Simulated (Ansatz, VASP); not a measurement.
**BAs in VASP and in Ansatz**

File INCAR:

```
SYSTEM = BAs
PREC = Accurate
ENCUT = 500
EDIFF = 1E-7
ISMEAR = 0
SIGMA = 0.02
LREAL = .False.
LASPH = .True.
NELM = 120
ALGO = Normal
ISIF = 3
LWAVE = .False.
LCHARG = .False.
GGA = PS
IBRION = 2
NSW = 100
EDIFFG = -0.002
GGA_COMPAT = .False.
NELMIN = 4
```

KPOINTS

```
Automatic mesh
0
Gamma
  10 10 10
  0 0 0
```

Contents of POSCAR:

```
BAs
1.0
    0.0000000000      2.3885000000      2.3885000000
    2.3885000000      0.0000000000      2.3885000000
    2.3885000000      2.3885000000      0.0000000000
B As
1 1
Direct
    0.0000000000      0.0000000000      0.0000000000
    0.2500000000      0.2500000000      0.2500000000
```

Input for Ansatz:

```yaml
crystal:
  lattice:
    - [0.0, 2.3885, 2.3885]
    - [2.3885, 0.0, 2.3885]
    - [2.3885, 2.3885, 0.0]
  atoms:
    - { symbol: B, position: [0.0, 0.0, 0.0] }
    - { symbol: As, position: [0.25, 0.25, 0.25] }
basis:
  ecutwfc: 420
kpoints:
  mp_grid: { grid: [10, 10, 10] }
hamiltonian:
  xc: pbesol
  pseudopotentials: { kind: paw, azcp: { folder: soft_1 } }
scf:
  occupations: { method: gaussian, width: 0.02 }
output:
  forces: true
  stress: true
  eigenvalues: true
  write_density: true
  write_potential: true
  elf: true
  volumetric_format: npy
relax:
  adjacent_minimum: "off"
  f_tol: 0.002
  max_steps: 80
  cell: { stress_tol: 0.02 }
```

Alike in both runs: task relaxation of cell and atoms; functional PBEsol; k mesh 10 × 10 × 10; occupations gaussian, width 0.02 eV; no spin polarisation.

```csv
,VASP,Ansatz
version,VASP 6.6.1,Ansatz 0.2.0
potentials or method,"VASP PAW PBE potentials, release 64 (B, As), cutoff 500 eV","scalar-relativistic, plane waves, PAW"
valence electrons in the cell,8,18
```

```csv
,VASP,Ansatz,Ansatz less VASP
"gap on the k mesh at the Fermi level, each at its own relaxed structure (eV)",1.08,1.08,+0.003
relaxed volume (Å³/atom),13.63,13.55,-0.085
relaxed cell length with the largest relative difference (Å),3.378,3.371,-0.0070
```

VASP's potentials were made for PBE, not for PBEsol, and Ansatz warns of the same on its side. VASP's potentials hold 8 valence electrons a cell and Ansatz's 18, so a difference there can come from the potentials and not from the codes.
